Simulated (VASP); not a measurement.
A run of VASP 6.6.1 is set up as follows.

File INCAR:

```
SYSTEM = Co
ALGO = Normal
EDIFF = 1E-6
ENCUT = 600
GGA = CA
GGA_COMPAT = .False.
ISIF = 2
ISMEAR = -1
ISPIN = 2
LASPH = .True.
LCHARG = .True.
LELF = .True.
LMAXMIX = 4
LORBIT = 11
LREAL = .False.
LVHAR = .True.
LWAVE = .False.
MAGMOM = 2 2
NBANDS = 28
NELM = 200
PREC = Accurate
SIGMA = 0.05
```

The input KPOINTS:

```
k-points
0
Gamma
  12 12 7
  0 0 0
```

File POSCAR:

```
Co
1.0
    2.4873648738      0.0000000000      0.0000000000
   -1.2436824369      2.1541211692      0.0000000000
    0.0000000000      0.0000000000      4.0632895034
Co
2
Direct
    0.3333333333      0.6666666667      0.7401390000
    0.6666666667      0.3333333333      0.2598610000
```

Potentials or basis: VASP PAW LDA potentials, release 64 (Co_sv).

Command:

```console
$ cat potpaw_LDA.64/Co_sv/POTCAR > POTCAR
$ mpirun -np 1 vasp_std > vasp.out
```

Task: Predict the site moments.

Result: Co +1.58 μB.

Task: What does it give for the pressure?

Result: -21.5 GPa.

Task: Predict the net moment.

Result: 3.10 μB per cell.

Stress tensor (GPa, compression positive):
```
-20.64   0.00   0.00
  0.00 -20.64   0.00
  0.00   0.00 -23.28
```

Caveat: the cell stands under tension.
